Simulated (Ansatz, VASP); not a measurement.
# Two plane-wave programs on TaN

Contents of INCAR:

```
SYSTEM = TaN
PREC     = Accurate       ! precision mode
ENCUT    = 700            ! plane-wave cutoff, eV
EDIFF    = 1E-6           ! SCF threshold, eV
ISMEAR   = -1             ! smearing method
SIGMA    = 0.05           ! smearing width, eV
LREAL    = .FALSE.        ! projectors in reciprocal space
LASPH    = .TRUE.         ! aspherical terms in the spheres
NELM     = 200            ! most SCF steps
ALGO     = Normal         ! electronic algorithm
ISIF     = 2              ! what is computed and relaxed
LWAVE    = .FALSE.        ! write WAVECAR
LCHARG   = .FALSE.        ! write CHGCAR
LMAXMIX  = 4              ! l up to which the mixer works
LDAU     = .TRUE.         ! DFT+U
LDAUTYPE = 2            
LDAUL    = 2 -1           ! shell
LDAUU    = 1 0            ! U, eV
LDAUJ    = 0 0          
LDAUPRINT= 1            
GGA      = PS             ! functional
NBANDS   = 16             ! bands
GGA_COMPAT= .FALSE.
```

Contents of KPOINTS:

```
Automatic mesh
0
G
  10 10 9
  0 0 0
```

The input POSCAR:

```
TaN
1.0
    2.9380000000      0.0000000000      0.0000000000
   -1.4690000000      2.5443826363      0.0000000000
    0.0000000000      0.0000000000      2.8830000000
Ta N
1 1
Direct
    0.0000000000      0.0000000000      0.5000000000
    0.6666666667      0.3333333333      0.0000000000
```

Contents of input.yaml:

```yaml
crystal:
  lattice:
    - [2.938, 0.0, 0.0]
    - [-1.469, 2.5443826363, 0.0]
    - [0.0, 0.0, 2.883]
  atoms:
    - { symbol: Ta, position: [0.0, 0.0, 0.5] }
    - { symbol: "N", position: [0.6666666667, 0.3333333333, 0.0] }
hamiltonian:
  xc: pbesol
  pseudopotentials: { kind: paw }
  hubbard: { sites: [{ species: Ta, l: d, u_eff: 1.0 }] }
kpoints:
  mp_grid: { grid: [10, 10, 9] }
scf:
  occupations: { method: fermi_dirac, width: 0.05 }
  n_extra_bands: 6
output:
  forces: true
  stress: true
  eigenvalues: true
  dos: { projected: true, de: 0.05, nscf_kmesh: { grid: [15, 15, 14] } }
```

Alike in both runs: functional PBEsol; k mesh 10 × 10 × 9; occupations fermi-dirac, width 0.05 eV; no spin polarisation; Hubbard terms Ta d U = 1.0 eV.

|  | VASP | Ansatz |
| --- | --- | --- |
| version | VASP 6.6.1 | Ansatz 0.2.0 |
| potentials or method | VASP PAW PBE potentials, release 64 (Ta_sv_GW, N) | Ansatz PAW |
| plane-wave cutoff (eV) | 700 | 420 |
| valence electrons in the cell | 18 | 18 |
| task | single point | projected density of states |

Ansatz gave:

| Quantity | Value |
| --- | --- |
| gap on the k mesh at the Fermi level (eV) | none |
| pressure (GPa) | -4.1 |
| traceless stress, the component that is largest in VASP (GPa) | -0.39 |

Problem. Estimate VASP's values.

Solution. gap on the k mesh at the Fermi level (eV): none; pressure (GPa): -1.7; traceless stress, the component that is largest in VASP (GPa): 0.13.

VASP's potentials were made for PBE, not for PBEsol. The programs project onto different local orbitals, so the same U acts differently, and such runs can settle in different states. A gap of «none» marks a metal or a gap that the smearing closes.

Neither program's run includes spin-orbit coupling.
